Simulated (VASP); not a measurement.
Si (a cell with a defect), 15 atoms in the cell. The cell holds a defect, 15 atoms: a = 7.699 Å, b = 7.699 Å, c = 7.699 Å, α = 60.00°, β = 60.00°, γ = 60.00°. 

- Program: VASP 6.6.1
- Task: single point
- Functional: r2SCAN
- Potentials or basis: VASP PAW PBE potentials, release 64 (Si)
- Cutoff: 520 eV
- k mesh: 2 × 2 × 2
- Occupations: gaussian, width 0.02 eV
- Spin: no spin polarisation
- Dipole correction: no
- Charge: 2
- Further INCAR settings: LREAL = Auto; ALGO = Normal; EDIFF = 1e-06; NBANDS = 43; NELECT = 58.0

Potentials or basis: VASP PAW PBE potentials, release 64 (Si).

Launch:

```bash
$ cat potpaw_PBE.64/Si/POTCAR > POTCAR
$ cp INCAR.step1 INCAR
$ mpirun -np 1 vasp_std > vasp.out
$ cp INCAR.step2 INCAR
$ mpirun -np 1 vasp_std > vasp.out
```

Hardware: 1 thread of Intel(R) Xeon(R) 6975P-C (Granite Rapids), with other jobs on the host.

Question: How long does it take, and how much memory?

Answer: Wall time 3.2 min on 1 thread of Intel(R) Xeon(R) 6975P-C (Granite Rapids), with other jobs on the host, peak memory 0.51 GiB. Counts: k points 4.
